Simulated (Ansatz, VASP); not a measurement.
# One calculation of CdF2, two programs

```
Cd F
1.0
     2.62404    2.62404    0.00000
    -2.62404    2.62404    0.00000
     0.00000    2.62404    2.62404
Cd F
1 2
Direct
  0.00000 0.00000 0.00000
  0.25000 0.75000 0.50000
  0.75000 0.25000 0.50000
```

Alike in both runs: task single point; functional PBEsol; k mesh 8 × 8 × 8; no spin polarisation.

|  | VASP | Ansatz |
| --- | --- | --- |
| version | VASP 6.6.1 | Ansatz 0.2.0 |
| potentials or method | VASP PAW PBE potentials, release 64 (Cd, F), cutoff 520 eV | all-electron LAPW, scalar-relativistic |
| occupations | gaussian, width 0.01 eV | fixed |

|  | VASP | Ansatz | Ansatz less VASP |
| --- | --- | --- | --- |
| gap on the k mesh at the Fermi level (eV) | 3.17 | 3.20 | +0.029 |
| pressure (GPa) | 11.3 | 10.0 | -1.23 |

VASP's potentials were made for PBE, not for PBEsol. Ansatz ran all-electron here, and VASP with PAW potentials.
